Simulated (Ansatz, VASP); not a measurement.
**Two plane-wave programs on Ge**

File INCAR:

```
PREC     = Accurate       # precision mode
ENCUT    = 520            # plane-wave cutoff, eV
EDIFF    = 1E-7           # SCF threshold, eV
ISMEAR   = -1             # smearing method
SIGMA    = 0.08           # smearing width, eV
LREAL    = False          # projectors in reciprocal space
LASPH    = True           # aspherical terms in the spheres
NELM     = 60             # most SCF steps
ALGO     = Normal         # electronic algorithm
ISIF     = 2              # what is computed and relaxed
LWAVE    = False          # write WAVECAR
LCHARG   = False          # write CHGCAR
GGA      = PE             # functional
NBANDS   = 21             # bands
```

File KPOINTS:

```
regular mesh
0
Gamma
  11 11 11
```

Contents of POSCAR:

```
Ge
1.0
    0.0000000000      2.5335827539      2.5335827539
    2.5335827539      0.0000000000      2.5335827539
    2.5335827539      2.5335827539      0.0000000000
Ge
2
Direct
   -0.1250000000     -0.1250000000     -0.1250000000
    0.1250000000      0.1250000000      0.1250000000
```

Input for Ansatz:

```yaml
crystal:
  lattice:
    - [0.0, 2.5335827539, 2.5335827539]
    - [2.5335827539, 0.0, 2.5335827539]
    - [2.5335827539, 2.5335827539, 0.0]
  atoms:
    - { symbol: Ge, position: [-0.125, -0.125, -0.125] }
    - { symbol: Ge, position: [0.125, 0.125, 0.125] }
kpoints:
  mp_grid: { grid: [11, 11, 11] }
scf:
  occupations: { method: fermi_dirac, width: 0.08 }
hamiltonian:
  xc: pbe
  pseudopotentials: { kind: paw }
output:
  forces: true
  stress: true
  eigenvalues: true
  populations: true
  write_density: true
  write_potential: true
  elf: true
  volumetric_format: npy
```

Change from the starting cell: volume scaled by 0.68, PAW files.

Alike in both runs: task single point; functional PBE; k mesh 11 × 11 × 11; occupations fermi-dirac, width 0.08 eV; no spin polarisation.

```csv
,VASP,Ansatz
version,VASP 6.6.1,Ansatz 0.2.0
potentials or method,"VASP PAW PBE potentials, release 64 (Ge_d)","PAW with Ansatz's default frozen-core files, scalar-relativistic"
plane-wave cutoff (eV),520,420
valence electrons in the cell,28,28
```

VASP gave:

| Item | Value |
| --- | --- |
| pressure (GPa) | 55.9 |

Problem. Estimate Ansatz's values.

Solution. Pressure (GPa): 56.0.

Both programs put the cell under a high pressure, so it lies far from rest at this level.
